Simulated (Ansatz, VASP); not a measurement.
# One calculation of Ta, two programs

The input INCAR:

```
SYSTEM = Ta
  PREC = Accurate
  ENCUT = 520
  EDIFF = 1E-6
  ISMEAR = 0
  SIGMA = 0.05
  LREAL = .False.
  LASPH = .True.
  NELM = 80
  ALGO = Normal
  ISIF = 2
  LWAVE = .False.
  LCHARG = .True.
  GGA = PS
  LELF = .True.
  LVHAR = .True.
  NBANDS = 12
```

The input KPOINTS:

```
regular mesh
0
Gamma
  14 14 14
  0 0 0
```

The input POSCAR:

```
Ta
1.0
   -1.6549986157      1.6549986157      1.6549986157
    1.6549986157     -1.6549986157      1.6549986157
    1.6549986157      1.6549986157     -1.6549986157
Ta
1
Direct
    0.0000000000      0.0000000000      0.0000000000
```

Input for Ansatz:

```yaml
crystal:
  lattice:
    - [-1.6549986157, 1.6549986157, 1.6549986157]
    - [1.6549986157, -1.6549986157, 1.6549986157]
    - [1.6549986157, 1.6549986157, -1.6549986157]
  atoms:
    - { symbol: Ta, position: [0.0, 0.0, 0.0] }
basis:
  ecutwfc: 420
  ecutrho_ratio: 4
kpoints:
  mp_grid: { grid: [14, 14, 14] }
hamiltonian:
  xc: pbesol
scf:
  occupations: { method: gaussian, width: 0.05 }
output:
  forces: true
  stress: true
  eigenvalues: true
  eigenstates:
    nscf_kmesh: { grid: [26, 26, 26] }
    de_dk: true
    e_range: [-2.5, 2.5]
  write_density: true
  write_potential: true
  elf: true
  volumetric_format: npy
```

Alike in both runs: task single point; functional PBEsol; k mesh 14 × 14 × 14; occupations gaussian, width 0.05 eV; no spin polarisation.

|  | VASP | Ansatz |
| --- | --- | --- |
| version | VASP 6.6.1 | Ansatz 0.2.0 |
| potentials or method | VASP PAW PBE potentials, release 64 (Ta_pv), cutoff 520 eV | scalar-relativistic, plane waves, PAW |
| valence electrons in the cell | 11 | 13 |

VASP gave:

| Property | Result |
| --- | --- |
| gap on the k mesh at the Fermi level (eV) | none |
| pressure (GPa) | -5.0 |

Estimate Ansatz's values.

gap on the k mesh at the Fermi level (eV): none; pressure (GPa): -5.1.

VASP's potentials were made for PBE, not for PBEsol. A gap of «none» marks a metal or a gap that the smearing closes. With one functional, cell and mesh, what is left measures potentials, basis and numerics. VASP's potentials hold 11 valence electrons a cell and Ansatz's 13, so a difference there can come from the potentials and not from the codes.

Spin-orbit coupling is off throughout.
